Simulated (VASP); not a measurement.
## In: single point with LDA

Crystal: In.

```xyz
1
Lattice="-1.8373 1.8373 1.8373 1.8373 -1.8373 1.8373 1.8373 1.8373 -1.8373" Properties=species:S:1:pos:R:3 pbc="T T T"
In    0.0000    0.0000    0.0000
```

| Item | Value |
| --- | --- |
| Program | VASP 6.6.1 |
| Task | single point |
| Functional | LDA |
| Potentials or basis | VASP PAW LDA potentials, release 64 (In_d) |
| Cutoff | 520 eV |
| k mesh | 10 × 10 × 10 |
| Occupations | fermi-dirac, width 0.05 eV |
| Spin | no spin polarisation |
| Dipole correction | no |
| Further INCAR settings | ALGO = Normal; EDIFF = 1e-06; NBANDS = 12 |

```json
{"Pressure": "0.0 GPa"}
```

Levels at points of the mesh, in eV from the Fermi level:
```
           k point  band 2  band 3  band 4  band 5  band 6  band 7  band 8  band 9  band 10  band 11
(0.00, 0.00, 0.00)  -14.60  -14.60  -14.27  -14.27   -9.86   11.62   11.62   11.62    13.33    13.33
(0.50, 0.00, 0.00)  -14.66  -14.29  -14.27  -14.07   -3.91   -3.32    6.15    7.59    10.58    10.75
(0.50, 0.50, 0.50)  -14.73  -14.12  -14.12  -14.12    1.30    1.30    1.30    1.35     5.58     5.58
```

Wall time 13 s on 1 thread of AMD EPYC 7R13 Processor (Zen 3), with other jobs on the host, peak memory 0.1 GiB.

Caveat: spin-orbit coupling is left out, which moves the levels of the heavy elements.
